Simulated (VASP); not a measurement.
# CdS (Fm-3m) in VASP: notebook

Runs on CdS. Level: PBEsol. Tasks: single point.

Everything below comes from runs of VASP 6.6.1. Logs are shortened: lines on timing, memory, paths and dates and some standing lists are left out, and cuts for length are marked.

## (1) The cell of the first run

It takes space group Fm-3m (No. 225, cubic). Conventional cell: a = 5.394 Å, b = 5.394 Å, c = 5.394 Å, α = 90.00°, β = 90.00°, γ = 90.00°. Cd (site symmetry m-3m) has 6 S at 2.70 Å within 3.6 Å. S (site symmetry m-3m) has 6 Cd at 2.70 Å within 3.6 Å.

## (2) Single point, PBEsol

File INCAR:

```
SYSTEM = CdS
ALGO     = Normal         ! electronic algorithm
EDIFF    = 1E-6           ! SCF threshold, eV
ENCUT    = 500            ! plane-wave cutoff, eV
GGA      = PS             ! functional
GGA_COMPAT= .False.      
ISIF     = 2              ! what is computed and relaxed
ISMEAR   = 0              ! smearing method
LASPH    = .True.         ! aspherical terms in the spheres
LCHARG   = .False.        ! write CHGCAR
LREAL    = .False.        ! projectors in reciprocal space
LWAVE    = .False.        ! write WAVECAR
NBANDS   = 16             ! bands
NELM     = 120            ! most SCF steps
PREC     = Accurate       ! precision mode
SIGMA    = 0.01           ! smearing width, eV
```

File KPOINTS:

```
k-points
0
Gamma
  6 6 6
  0 0 0
```

File POSCAR:

```
CdS
1.0
    0.0000000000      2.6970395763      2.6970395763
    2.6970395763      0.0000000000      2.6970395763
    2.6970395763      2.6970395763      0.0000000000
Cd S
1 1
Direct
    0.0000000000      0.0000000000      0.0000000000
    0.5000000000      0.5000000000      0.5000000000
```

Potentials or basis: VASP PAW PBE potentials, release 64 (Cd, S).

Run with:

```console
$ cat potpaw_PBE.64/Cd/POTCAR potpaw_PBE.64/S/POTCAR > POTCAR
$ mpirun -np 1 vasp_std > vasp.out
```

OUTCAR:

```text
SYSTEM = CdS
   EDIFF = 1E-6
   ENCUT = 500
   GGA = PS
   ISIF = 2
   ISMEAR = 0
   LASPH = .True.
   LREAL = .False.
   NELM = 120
   PREC = Accurate

 ion  position               nearest neighbor table
   1  0.000  0.000  0.000-   2 2.70   2 2.70   2 2.70   2 2.70   2 2.70   2 2.70
   2  0.500  0.500  0.500-   1 2.70   1 2.70   1 2.70   1 2.70   1 2.70   1 2.70

  LATTYP: Found a face centered cubic cell.
 ALAT       =     5.3940791526

  Lattice vectors:

 A1 = (   0.0000000000,   2.6970395763,   2.6970395763)
 A2 = (   2.6970395763,   0.0000000000,   2.6970395763)
 A3 = (   2.6970395763,   2.6970395763,   0.0000000000)

Analysis of symmetry for initial positions (statically):
=====================================================================
 Subroutine PRICEL returns:
 Original cell was already a primitive cell.

 Routine SETGRP: Setting up the symmetry group for a
 face centered cubic supercell.

 Subroutine GETGRP returns: Found 48 space group operations
 (whereof 48 operations were pure point group operations)
 out of a pool of 48 trial point group operations.

The static configuration has the point symmetry O_h .

Analysis of symmetry for dynamics (positions and initial velocities):
=====================================================================
 Subroutine PRICEL returns:
 Original cell was already a primitive cell.

 Routine SETGRP: Setting up the symmetry group for a
 face centered cubic supercell.

 Subroutine GETGRP returns: Found 48 space group operations
 (whereof 48 operations were pure point group operations)
 out of a pool of 48 trial point group operations.

The dynamic configuration has the point symmetry O_h .

 Subroutine INISYM returns: Found 48 space group operations
 (whereof 48 operations are pure point group operations),
 and found     1 'primitive' translations

----------------------------------------------------------------------------------------

                                     Primitive cell

  volume of cell :      39.2367

  direct lattice vectors                    reciprocal lattice vectors
     0.000000000  2.697039576  2.697039576    -0.185388455  0.185388455  0.185388455
     2.697039576  0.000000000  2.697039576     0.185388455 -0.185388455  0.185388455
     2.697039576  2.697039576  0.000000000     0.185388455  0.185388455 -0.185388455

  length of vectors
     3.814189947  3.814189947  3.814189947     0.321102223  0.321102223  0.321102223

  position of ions in fractional coordinates (direct lattice)
[... 70 lines left out ...]
   EDIFF  = 0.1E-05   stopping-criterion for ELM
   LREAL  =      F    real-space projection
   EDIFFG = 0.1E-04   stopping-criterion for IOM
   NSW    =      0    number of steps for IOM
   IBRION =     -1    ionic relax: 0-MD 1-quasi-New 2-CG
   NFREE  =      0    steps in history (QN), initial steepest desc. (CG)
   ISIF   =      2    stress and relaxation
   ISYM   =      2    0-nonsym 1-usesym 2-fastsym
   POTIM  = 0.5000    time-step for ionic-motion
   TEBEG  =    0.0;   TEEND  =   0.0 temperature during run
   PSTRESS=    0.0 pullay stress
   NELECT =      18.0000    total number of electrons
   NUPDOWN=      -1.0000    fix difference up-down
   EMIN   =  10.00;   EMAX   =-10.00  energy-range for DOS
   EFERMI =   0.00;   METHOD = LEGACY
   ISMEAR =     0;   SIGMA  =   0.01  broadening in eV -4-tet -1-fermi 0-gaus
   EFERMI_NEDOS =   21; number of points for ismear=-14 and -15
   IALGO  =     38    algorithm
   IMIX   =      4    mixing-type and parameters
     AMIX     =   0.40;   BMIX     =  1.00
     AMIX_MAG =   1.60;   BMIX_MAG =  1.00
  volume/ion in A,a.u.               =      19.62       132.39
  Fermi-wavevector in a.u.,A,eV,Ry     =   1.262607  2.385982 21.690103  1.594178
  Thomas-Fermi vector in A             =   2.396007
   LORBIT       =      0    0 simple, 1 ext, 2 COOP (PROOUT), +10 PAW based schemes
   GGA     = PS    functional components
   LHFCALC =     F    Hartree Fock is set to
   AEXX    =    0.0000 exact exchange contribution
   IVDW    =     0    specifies the selected vdW correction
   LEPSILON=     F    determine dielectric tensor
   LRPA    =     F    only Hartree local field effects (RPA)
 non-spin polarized calculation
 Gauss-broadening in eV      SIGMA  =   0.01
  energy-cutoff  :      500.00
  volume of cell :       39.24
 maximum number of plane-waves:      1018
   NGX = 13   NGY = 13   NGZ = 13

 number of electron      18.0000008 magnetization

 Free energy of the ion-electron system (eV)
  ---------------------------------------------------
  ext. energy  EPLUGINS =         0.00000000
  ---------------------------------------------------
  free energy    TOTEN  =        -6.63808768 eV

  energy without entropy =       -6.63808768  energy(sigma->0) =       -6.63808768

 E-fermi :   3.3163     XC(G=0): -10.8132

 val. band max:        3.2505584046   @ k =   0.5000   0.0000   0.0000
 cond. band min:       3.3628575450   @ k =   0.5000   0.5000   0.0000
 fundamental gap:      0.1122991404
 Fermi energy:         3.3163155296

 k-point     1 :       0.0000    0.0000    0.0000
  band No.  band energies     occupation
      1      -9.8855      2.00000
      2      -4.4644      2.00000
      3      -4.4644      2.00000
      4      -4.4620      2.00000
      5      -4.4620      2.00000
      6      -4.4620      2.00000
[... 281 lines left out ...]
      3      -4.5477      2.00000
      4      -4.3363      2.00000
      5      -4.1466      2.00000
      6      -3.5420      2.00000
[... 8 lines left out ...]
     15      17.1864      0.00000
     16      17.9863      0.00000

------------------------ aborting loop because EDIFF is reached ----------------------------------------

  FORCE on cell =-STRESS in cart. coord.  units (eV):
  Direction    XX          YY          ZZ          XY          YZ          ZX
  --------------------------------------------------------------------------------------
  -------------------------------------------------------------------------------------
  Total        0.1840654      0.1840654      0.1840654     -0.0000000      0.0000000     -0.0000000
  in kB        7.5160692      7.5160692      7.5160692     -0.0000000      0.0000000     -0.0000000
  external PRESSURE =       7.5160692 kB  Pullay stress =       0.0000000 kB

 VOLUME and BASIS-vectors are now :
 -----------------------------------------------------------------------------
  energy-cutoff  :      500.00
  volume of cell :       39.24
      direct lattice vectors                 reciprocal lattice vectors
     0.000000000  2.697039576  2.697039576    -0.185388455  0.185388455  0.185388455
     2.697039576  0.000000000  2.697039576     0.185388455 -0.185388455  0.185388455
     2.697039576  2.697039576  0.000000000     0.185388455  0.185388455 -0.185388455

 POSITION                                       TOTAL-FORCE (eV/Angst)
 -----------------------------------------------------------------------------------
      0.00000      0.00000      0.00000         0.000000      0.000000      0.000000
      2.69704      2.69704      2.69704        -0.000000      0.000000     -0.000000
 -----------------------------------------------------------------------------------
    total drift:                                0.000000      0.000000      0.000000

  FREE ENERGIE OF THE ION-ELECTRON SYSTEM (eV)
  ---------------------------------------------------
  free  energy   TOTEN  =        -6.6380876788 eV

  energy  without entropy=       -6.6380876788  energy(sigma->0) =       -6.63808768
```

Wall time 18 s (1 thread of Intel Xeon 8259CL, shared host); peak memory 0.16 GiB.

Results:

```yaml
Free_energy: -6.6381 eV
Pressure: 0.8 GPa
Band_gap_on_the_k_mesh: 0.11 eV, indirect (least direct gap 1.82 eV)
```

Caveat: the PAW data sets were made with another functional, which shifts forces and pressure a little. A k mesh can miss the band edges.

## (3) Single point, PBEsol

This run uses another cell than the first one, of 20.04 Å³/atom, 1.021 times its volume.

File INCAR:

```
ALGO = Normal
EDIFF = 1E-6
ENCUT = 500
GGA = PS
GGA_COMPAT = False
ISIF = 2
ISMEAR = 0
LASPH = True
LCHARG = True
LELF = True
LREAL = False
LVHAR = True
LWAVE = False
NBANDS = 16
NELM = 120
PREC = Accurate
SIGMA = 0.01
```

File KPOINTS:

```
k-points
0
Gamma
  6 6 6
```

File POSCAR:

```
CdS
1.0
    0.0000000000      2.7160334386      2.7160334386
    2.7160334386      0.0000000000      2.7160334386
    2.7160334386      2.7160334386      0.0000000000
Cd S
1 1
Direct
    0.0000000000      0.0000000000      0.0000000000
    0.5000000000      0.5000000000      0.5000000000
```

Potentials or basis: VASP PAW PBE potentials, release 64 (Cd, S).

Run with:

```console
$ cat potpaw_PBE.64/Cd/POTCAR potpaw_PBE.64/S/POTCAR > POTCAR
$ mpirun -np 1 vasp_std > vasp.out
```

Run time: 20 s. Hardware: 1 thread of Intel Xeon 8259CL, shared host; peak memory 0.16 GiB.

Results (log left out):

```yaml
Free_energy: -6.6375 eV
Pressure: -1.0 GPa
Band_gap_on_the_k_mesh: 0.12 eV, indirect (least direct gap 1.68 eV)
```

Levels at points of the mesh, in eV from the valence-band top:
| k point | band 7 | band 8 | band 9 | band 10 | band 11 | band 12 |
| --- | --- | --- | --- | --- | --- | --- |
| (0.00, 0.00, 0.00) | -0.80 | -0.80 | -0.80 | 0.88 | 9.15 | 9.15 |
| (0.50, 0.00, 0.00) | -5.02 | 0.00 | 0.00 | 3.33 | 5.77 | 5.77 |
| (0.50, 0.50, 0.00) | -4.47 | -2.26 | -2.26 | 0.12 | 5.86 | 9.87 |

Caveat: the PAW data sets were made with another functional, which shifts forces and pressure a little. A k mesh can miss the band edges.
